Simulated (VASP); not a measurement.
# ZnPb2 (P6/mmm) in VASP: a series of runs, part 2 of 2

VASP 6.6.1.

### 3 Single point, PBE

This run uses another cell than the first one, of 28.32 Å³/atom, 1.211 times its volume.

INCAR

```
  PREC = Accurate
  ENCUT = 520
  EDIFF = 1E-7
  ISMEAR = 0
  SIGMA = 0.1
  LREAL = False
  LASPH = True
  NELM = 60
  ALGO = Normal
  ISIF = 2
  LWAVE = False
  LCHARG = False
  GGA = PE
  NBANDS = 27
```

KPOINTS

```
Automatic mesh
0
Gamma
  6 6 6
```

POSCAR

```
ZnPb2
1.0
    5.4441878687      0.0000000001      0.0000000000
   -2.7220939344      4.7148049973      0.0000000000
    0.0000000000      0.0000000000      3.3102133811
Zn Pb
1 2
Direct
    0.0000000000      0.0000000000      0.0000000000
    0.3333333333      0.6666666667      0.5000000000
    0.6666666667      0.3333333333      0.5000000000
```

Potentials or basis: VASP PAW PBE potentials, release 64 (Zn, Pb_d).

Run with:

```sh
cat potpaw_PBE.64/Zn/POTCAR potpaw_PBE.64/Pb_d/POTCAR > POTCAR
mpirun -np 1 vasp_std > vasp.out
```

OUTCAR:

```text
PREC = Accurate
   ENCUT = 520
   EDIFF = 1E-7
   ISMEAR = 0
   LREAL = False
   LASPH = True
   NELM = 60
   ISIF = 2
   GGA = PE

 ion  position               nearest neighbor table
   1  0.000  0.000  0.000-   2 3.55   3 3.55   2 3.55   3 3.55   3 3.55   3 3.55   2 3.55   2 3.55
                             3 3.55   3 3.55   2 3.55   2 3.55
   2  0.333  0.667  0.500-   3 3.14   3 3.14   3 3.14   1 3.55   1 3.55   1 3.55   1 3.55   1 3.55
                             1 3.55
   3  0.667  0.333  0.500-   2 3.14   2 3.14   2 3.14   1 3.55   1 3.55   1 3.55   1 3.55   1 3.55
                             1 3.55

  LATTYP: Found a hexagonal cell.
 ALAT       =     5.4441878687
 C/A-ratio  =     0.6080270301

  Lattice vectors:

 A1 = (   5.4441878687,   0.0000000001,   0.0000000000)
 A2 = (  -2.7220939344,   4.7148049973,   0.0000000000)
 A3 = (   0.0000000000,   0.0000000000,   3.3102133811)

Analysis of symmetry for initial positions (statically):
=====================================================================
 Subroutine PRICEL returns:
 Original cell was already a primitive cell.

 Routine SETGRP: Setting up the symmetry group for a
 hexagonal supercell.

 Subroutine GETGRP returns: Found 24 space group operations
 (whereof 24 operations were pure point group operations)
 out of a pool of 24 trial point group operations.

The static configuration has the point symmetry D_6h.

Analysis of symmetry for dynamics (positions and initial velocities):
=====================================================================
 Subroutine PRICEL returns:
 Original cell was already a primitive cell.

 Routine SETGRP: Setting up the symmetry group for a
 hexagonal supercell.

 Subroutine GETGRP returns: Found 24 space group operations
 (whereof 24 operations were pure point group operations)
 out of a pool of 24 trial point group operations.

The dynamic configuration has the point symmetry D_6h.

 Subroutine INISYM returns: Found 24 space group operations
 (whereof 24 operations are pure point group operations),
 and found     1 'primitive' translations

----------------------------------------------------------------------------------------

                                     Primitive cell

  volume of cell :      84.9675

  direct lattice vectors                    reciprocal lattice vectors
     5.444187869  0.000000000  0.000000000     0.183682126  0.106048925  0.000000000
    -2.722093934  4.714804997  0.000000000    -0.000000000  0.212097849  0.000000000
     0.000000000  0.000000000  3.310213381     0.000000000  0.000000000  0.302095329

  length of vectors
     5.444187869  5.444187869  3.310213381     0.212097849  0.212097849  0.302095329

  position of ions in fractional coordinates (direct lattice)
     0.000000000  0.000000000  0.000000000
     0.333333333  0.666666667  0.500000000
     0.666666667  0.333333333  0.500000000

  ion indices of the primitive-cell ions
   primitive index   ion index
                 1           1
                 2           2
                 3           3

----------------------------------------------------------------------------------------

 KPOINTS: Automatic mesh

Automatic generation of k-mesh.
 Grid dimensions read from file:
 generate k-points for:    6    6    6

 Generating k-lattice:

  Cartesian coordinates                     Fractional coordinates (reciprocal lattice)
     0.030613688  0.017674821  0.000000000     0.166666667  0.000000000  0.000000000
    -0.000000000  0.035349642  0.000000000    -0.000000000  0.166666667  0.000000000
     0.000000000  0.000000000  0.050349221     0.000000000  0.000000000  0.166666667

  Length of vectors
     0.035349642  0.035349642  0.050349221

  Shift w.r.t. Gamma in fractional coordinates (k-lattice)
     0.000000000  0.000000000  0.000000000

 Subroutine IBZKPT returns following result:
 ===========================================

 Found     28 irreducible k-points:

 Following reciprocal coordinates:
            Coordinates               Weight
  0.000000  0.000000  0.000000      1.000000
  0.166667  0.000000  0.000000      6.000000
  0.333333  0.000000  0.000000      6.000000
  0.500000 -0.000000  0.000000      3.000000
  0.166667  0.166667  0.000000      6.000000
  0.333333  0.166667  0.000000     12.000000
[... 16 lines left out ...]
  0.166667  0.000000  0.500000      6.000000
  0.333333  0.000000  0.500000      6.000000
 [... further k-points ...]
   k-points           NKPTS =     28   k-points in BZ     NKDIM =     28   number of bands    NBANDS=     27
   number of dos      NEDOS =    301   number of ions     NIONS =      3
   total plane-waves  NPLWV =  44800
   dimension x,y,z NGX =    40 NGY =   40 NGZ =   28
   dimension x,y,z NGXF=    80 NGYF=   80 NGZF=   56
   ions per type =               1   2
   NGX,Y,Z   is equivalent  to a cutoff of  12.21, 12.21, 14.06 a.u.
   NGXF,Y,Z  is equivalent  to a cutoff of  24.43, 24.43, 28.12 a.u.
 SYSTEM =  unknown system
   PREC   = accura    normal or accurate (medium, high low for compatibility)
   ISTART =      0    job   : 0-new  1-cont  2-samecut
   ICHARG =      2    charge: 1-file 2-atom 10-const
   ISPIN  =      1    spin polarized calculation?
   LNONCOLLINEAR =      F non collinear calculations
   LSORBIT =      F    spin-orbit coupling
   LASPH  =      T    aspherical Exc in radial PAW
   ENCUT  =  520.0 eV  38.22 Ry    6.18 a.u.  10.12 10.12  6.15*2*pi/ulx,y,z
   NELM   =     60;   NELMIN=  2; NELMDL= -5     # of ELM steps
   EDIFF  = 0.1E-06   stopping-criterion for ELM
   LREAL  =      F    real-space projection
   EDIFFG = 0.1E-05   stopping-criterion for IOM
   NSW    =      0    number of steps for IOM
   IBRION =     -1    ionic relax: 0-MD 1-quasi-New 2-CG
   NFREE  =      0    steps in history (QN), initial steepest desc. (CG)
   ISIF   =      2    stress and relaxation
   ISYM   =      2    0-nonsym 1-usesym 2-fastsym
   POTIM  = 0.5000    time-step for ionic-motion
   TEBEG  =    0.0;   TEEND  =   0.0 temperature during run
   PSTRESS=    0.0 pullay stress
   NELECT =      40.0000    total number of electrons
   NUPDOWN=      -1.0000    fix difference up-down
   EMIN   =  10.00;   EMAX   =-10.00  energy-range for DOS
   EFERMI =   0.00;   METHOD = LEGACY
   ISMEAR =     0;   SIGMA  =   0.10  broadening in eV -4-tet -1-fermi 0-gaus
   EFERMI_NEDOS =   21; number of points for ismear=-14 and -15
   IALGO  =     38    algorithm
   IMIX   =      4    mixing-type and parameters
     AMIX     =   0.40;   BMIX     =  1.00
     AMIX_MAG =   1.60;   BMIX_MAG =  1.00
  volume/ion in A,a.u.               =      28.32       191.13
  Fermi-wavevector in a.u.,A,eV,Ry     =   1.273534  2.406630 22.067138  1.621889
  Thomas-Fermi vector in A             =   2.406352
   LORBIT       =      0    0 simple, 1 ext, 2 COOP (PROOUT), +10 PAW based schemes
   GGA     = PE    functional components
   LHFCALC =     F    Hartree Fock is set to
   AEXX    =    0.0000 exact exchange contribution
   IVDW    =     0    specifies the selected vdW correction
   LEPSILON=     F    determine dielectric tensor
   LRPA    =     F    only Hartree local field effects (RPA)
 non-spin polarized calculation
 Gauss-broadening in eV      SIGMA  =   0.10
  energy-cutoff  :      520.00
  volume of cell :       84.97
 maximum number of plane-waves:      2316
   NGX = 21   NGY = 21   NGZ = 13

 number of electron      40.0000018 magnetization

 Free energy of the ion-electron system (eV)
  ---------------------------------------------------
  ext. energy  EPLUGINS =         0.00000000
  ---------------------------------------------------
  free energy    TOTEN  =        -7.46992092 eV

  energy without entropy =       -7.45445369  energy(sigma->0) =       -7.46218730

 E-fermi :   5.2805     XC(G=0):  -9.9146

 val. band max:        5.2635665771   @ k =   0.0000   0.0000   0.5000
 cond. band min:       5.2815024654   @ k =   0.3333   0.1667   0.3333
 fundamental gap:      0.0179358883
 Fermi energy:         5.2804513085

 k-point     1 :       0.0000    0.0000    0.0000
  band No.  band energies     occupation
      1     -12.0032      2.00000
      2     -11.7852      2.00000
      3     -11.7852      2.00000
      4     -11.7774      2.00000
      5     -11.6429      2.00000
      6     -11.6429      2.00000
[... 19 lines left out ...]
     26      14.7976      0.00000
     27      14.7976      0.00000
[... 667 lines left out ...]
      5     -11.6860      2.00000
      6     -11.6678      2.00000
[... 19 lines left out ...]
     26      10.5986      0.00000
     27      11.5033      0.00000

 [... further k-points ...]

------------------------ aborting loop because EDIFF is reached ----------------------------------------

  FORCE on cell =-STRESS in cart. coord.  units (eV):
  Direction    XX          YY          ZZ          XY          YZ          ZX
  --------------------------------------------------------------------------------------
  -------------------------------------------------------------------------------------
  Total        0.1340341      0.1340341      0.0322782      0.0000000      0.0000000      0.0000000
  in kB        2.5273945      2.5273945      0.6086484      0.0000000      0.0000000      0.0000000
  external PRESSURE =       1.8878125 kB  Pullay stress =       0.0000000 kB

 VOLUME and BASIS-vectors are now :
 -----------------------------------------------------------------------------
  energy-cutoff  :      520.00
  volume of cell :       84.97
      direct lattice vectors                 reciprocal lattice vectors
     5.444187869  0.000000000  0.000000000     0.183682126  0.106048925  0.000000000
    -2.722093934  4.714804997  0.000000000    -0.000000000  0.212097849  0.000000000
     0.000000000  0.000000000  3.310213381     0.000000000  0.000000000  0.302095329

 POSITION                                       TOTAL-FORCE (eV/Angst)
 -----------------------------------------------------------------------------------
      0.00000      0.00000      0.00000         0.000000      0.000000     -0.000000
     -0.00000      3.14320      1.65511        -0.000000     -0.000000     -0.000000
      2.72209      1.57160      1.65511        -0.000000      0.000000      0.000000
 -----------------------------------------------------------------------------------
    total drift:                               -0.000000      0.000000      0.000000

  FREE ENERGIE OF THE ION-ELECTRON SYSTEM (eV)
  ---------------------------------------------------
  free  energy   TOTEN  =        -7.4699209170 eV

  energy  without entropy=       -7.4544536929  energy(sigma->0) =       -7.46218730
```

OSZICAR:

```text
N       E                     dE             d eps       ncg     rms          rms(c)
DAV:   1     0.384647197796E+03    0.38465E+03   -0.20218E+04  1512   0.188E+03
DAV:   2     0.224610037973E+02   -0.36219E+03   -0.35606E+03  1518   0.432E+02
DAV:   3    -0.666336804029E+01   -0.29124E+02   -0.28913E+02  1855   0.150E+02
DAV:   4    -0.754897546544E+01   -0.88561E+00   -0.88418E+00  1767   0.289E+01
DAV:   5    -0.758681252952E+01   -0.37837E-01   -0.37835E-01  1936   0.568E+00    0.148E+00
DAV:   6    -0.748155981223E+01    0.10525E+00   -0.43754E-01  1800   0.699E+00    0.116E+00
DAV:   7    -0.747163482923E+01    0.99250E-02   -0.45398E-02  1694   0.229E+00    0.438E-01
DAV:   8    -0.746985833273E+01    0.17765E-02   -0.66174E-03  1956   0.844E-01    0.133E-01
DAV:   9    -0.746991998228E+01   -0.61650E-04   -0.94853E-04  1764   0.247E-01    0.286E-02
DAV:  10    -0.746992015622E+01   -0.17394E-06   -0.61543E-05  1897   0.687E-02    0.154E-02
DAV:  11    -0.746992099862E+01   -0.84240E-06   -0.10625E-05  1877   0.296E-02    0.239E-03
DAV:  12    -0.746992088434E+01    0.11428E-06   -0.12362E-06  1830   0.135E-02    0.104E-03
DAV:  13    -0.746992091702E+01   -0.32689E-07   -0.16660E-07  1201   0.392E-03
   1 F= -.74699209E+01 E0= -.74621873E+01  d E =-.154672E-01
```

Run time: 92 s. Hardware: 1 thread of AMD EPYC 7R13, shared host; peak memory 0.2 GiB.

Results:

```yaml
Free_energy: -7.4699 eV
Pressure: 0.2 GPa
Band_gap_on_the_k_mesh: zero (band 20 reaches 7.46 eV, above the bottom of band 21 at 3.65 eV)
```

Stress tensor (GPa, compression positive):
```
0.25 0.00 0.00
0.00 0.25 0.00
0.00 0.00 0.06
```

Levels at points of the mesh, in eV from the Fermi level:
| k point | band 16 | band 17 | band 18 | band 19 | band 20 | band 21 | band 22 | band 23 | band 24 | band 25 |
| --- | --- | --- | --- | --- | --- | --- | --- | --- | --- | --- |
| (0.00, 0.00, 0.00) | -6.70 | -6.70 | -2.49 | -1.92 | -1.92 | -0.41 | -0.41 | 4.03 | 7.89 | 8.68 |
| (0.50, 0.00, 0.00) | -6.71 | -6.70 | -4.38 | -3.38 | 2.18 | 2.37 | 3.90 | 4.79 | 5.47 | 5.55 |
| (0.00, 0.00, 0.50) | -6.71 | -4.69 | -4.59 | -0.03 | -0.03 | -0.02 | 1.15 | 1.58 | 3.16 | 3.16 |
| (0.50, 0.00, 0.50) | -6.66 | -6.63 | -3.16 | -2.51 | -0.89 | -0.89 | -0.38 | 2.55 | 4.78 | 5.32 |

Caveat: spin-orbit coupling is left out, which moves the levels of the heavy elements.

### 4 Relaxation of cell and atoms, PBE

INCAR

```
SYSTEM = ZnPb2
PREC = Accurate ; ENCUT = 600
EDIFF = 1E-6 ; ISMEAR = 0
SIGMA = 0.1 ; LREAL = .FALSE.
LASPH = .TRUE. ; NELM = 100
ALGO = Normal ; ISIF = 3
LWAVE = .FALSE. ; LCHARG = .FALSE.
GGA = PE ; IBRION = 2
NSW = 90 ; EDIFFG = -0.04
```

KPOINTS

```
regular mesh
0
G
  6 6 6
  0 0 0
```

POSCAR

```
ZnPb2
1.0
    4.8650014302      0.0000000000      0.0000000000
   -2.4325007152      4.2132148281      0.0000000000
    0.0000000000      0.0000000000      3.4218678407
Zn Pb
1 2
Direct
    0.0000000000      0.0000000000      0.0000000000
    0.3333333333      0.6666666667      0.5000000000
    0.6666666667      0.3333333333      0.5000000000
```

Run with:

```sh
cat potpaw_PBE.64/Zn/POTCAR potpaw_PBE.64/Pb_d/POTCAR > POTCAR
mpirun -np 1 vasp_std > vasp.out
```

Wall time 10 min (1 thread of AMD EPYC 7R13, shared host); peak memory 0.21 GiB.

It converged, with:

- Free energy: -7.4649 eV
- Relaxed volume: 28.48 Å³/atom
- Relaxed cell: a = 5.459 Å, b = 5.459 Å, c = 3.310 Å, α = 90.00°, β = 90.00°, γ = 120.00°
- Space group after relaxing (to 0.05 Å): P6/mmm (No. 191)
- Energy gained by relaxing: 326.0 meV/atom
- Ionic steps: 9
- Pressure after relaxing: 0.0 GPa
- Band gap on the k mesh: zero (band 20 reaches 7.38 eV, above the bottom of band 21 at 3.61 eV)

The path:
| step | energy change (eV) | largest force (eV/Å) | pressure (GPa) | volume (Å³) |
| --- | --- | --- | --- | --- |
| 1 | 0.0000 | 0.0000 | 15.34 | 70.14 |
| 2 | -0.8738 | 0.0000 | -2.80 | 95.03 |
| 3 | -0.9238 | 0.0000 | -0.72 | 88.69 |
| 4 | -0.9240 | 0.0000 | -0.97 | 89.22 |
| 5 | -0.9659 | 0.0000 | -0.73 | 87.67 |
| 6 | -0.9757 | 0.0000 | -0.54 | 86.73 |
| 7 | -0.9766 | 0.0000 | -0.39 | 86.34 |
| 8 | -0.9766 | 0.0000 | -0.40 | 86.40 |
| 9 | -0.9780 | 0.0000 | 0.00 | 85.43 |

Final structure:
```
CELL_PARAMETERS angstrom
5.45891 0.00000 0.00000
-2.72945 4.72755 0.00000
0.00000 0.00000 3.31021
ATOMIC_POSITIONS crystal
Zn 0.00000 0.00000 0.00000
Pb 0.33333 0.66667 0.50000
Pb 0.66667 0.33333 0.50000
```

Levels at points of the mesh, in eV from the Fermi level:
```
           k point  band 16  band 17  band 18  band 19  band 20  band 21  band 22  band 23  band 24
(0.00, 0.00, 0.00)    -6.70    -6.70    -2.51    -1.91    -1.91    -0.41    -0.41     4.06     7.91
(0.50, 0.00, 0.00)    -6.70    -6.70    -4.37    -3.36     2.15     2.33     3.86     4.76     5.48
(0.00, 0.00, 0.50)    -6.70    -4.71    -4.56    -0.03    -0.02    -0.02     1.13     1.57     3.15
(0.50, 0.00, 0.50)    -6.65    -6.63    -3.14    -2.50    -0.88    -0.87    -0.39     2.56     4.74
```

Caveat: the volume moved by over 15 % at a fixed basis, so the end points are rough; spin-orbit coupling is left out, which moves the levels of the heavy elements.

### 5 Single point, PBE

This run uses another cell than the first one, of 28.51 Å³/atom, 1.219 times its volume.

INCAR

```
SYSTEM = ZnPb2
PREC     = Accurate       ! precision mode
ENCUT    = 520            ! plane-wave cutoff, eV
EDIFF    = 1E-6           ! SCF threshold, eV
ISMEAR   = 0              ! smearing method
SIGMA    = 0.1            ! smearing width, eV
LREAL    = .FALSE.        ! projectors in reciprocal space
LASPH    = .TRUE.         ! aspherical terms in the spheres
NELM     = 80             ! most SCF steps
ALGO     = Fast           ! electronic algorithm
ISIF     = 2              ! what is computed and relaxed
LWAVE    = .FALSE.        ! write WAVECAR
LCHARG   = .FALSE.        ! write CHGCAR
GGA      = PE             ! functional
NBANDS   = 27             ! bands
```

KPOINTS

```
regular mesh
0
G
  12 12 14
  0 0 0
```

POSCAR

```
ZnPb2
1.0
    5.4941660147      0.0000000000      0.0000000000
   -2.7470830074      4.7580873413      0.0000000000
    0.0000000000      0.0000000000      3.2717362791
Zn Pb
1 2
Direct
    0.0000000000      0.0000000000      0.0000000000
    0.3333333333      0.6666666667      0.5000000000
    0.6666666667      0.3333333333      0.5000000000
```

Run with:

```sh
cat potpaw_PBE.64/Zn/POTCAR potpaw_PBE.64/Pb_d/POTCAR > POTCAR
mpirun -np 1 vasp_std > vasp.out
```

It took 9.7 min on 1 thread of AMD EPYC 7R13, shared host; peak memory 0.41 GiB.

It converged, with:

```yaml
Free_energy: -7.4769 eV
Pressure: 0.0 GPa
Band_gap_on_the_k_mesh: zero (band 20 reaches 7.36 eV, above the bottom of band 21 at 3.67 eV)
```

Levels at points of the mesh, in eV from the Fermi level:
```tsv
k point	band 16	band 17	band 18	band 19	band 20	band 21	band 22	band 23	band 24	band 25
(0.00, 0.00, 0.00)	-6.63	-6.63	-2.51	-1.87	-1.87	-0.39	-0.39	4.47	8.31	8.97
(0.50, 0.00, 0.00)	-6.63	-6.63	-4.35	-3.29	2.10	2.27	3.81	4.74	5.49	5.86
(0.00, 0.00, 0.50)	-6.63	-4.63	-4.44	-0.08	0.13	0.13	1.17	1.60	3.26	3.26
(0.50, 0.00, 0.50)	-6.58	-6.56	-3.07	-2.40	-0.78	-0.70	-0.34	2.67	4.75	5.30
```

Caveat: spin-orbit coupling is left out, which moves the levels of the heavy elements.

### 6 Overview

| task | cell | k mesh | cutoff (eV) | gap on the mesh (eV) | pressure (GPa) |
| --- | --- | --- | --- | --- | --- |
| single point | a = 4.865, b = 4.865, c = 3.422 Å, angles 90.0, 90.0, 120.0°, 3 atoms | 6 × 6 × 6 | 520 | none | 15.2 |
| single point | a = 5.444, b = 5.444, c = 3.310 Å, angles 90.0, 90.0, 120.0°, 3 atoms | 6 × 6 × 6 | 520 | none | 0.2 |
| relaxation of cell and atoms | relaxed from a = 4.865, b = 4.865, c = 3.422 Å, angles 90.0, 90.0, 120.0°, 3 atoms | 6 × 6 × 6 | 600 | none | 0.0 |
| single point | a = 5.494, b = 5.494, c = 3.272 Å, angles 90.0, 90.0, 120.0°, 3 atoms | 12 × 12 × 14 | 520 | none | 0.0 |

Alike in all rows: level PBE; potentials or basis VASP PAW PBE potentials, release 64 (Zn, Pb_d); no spin polarisation; smearing gaussian 0.1 eV.

Caveats: spin-orbit coupling is left out, which moves the levels of the heavy elements; the volume moved by over 15 % at a fixed basis, so the end points are rough (some runs).

Absolute energies hang on the potentials; compare differences alone.
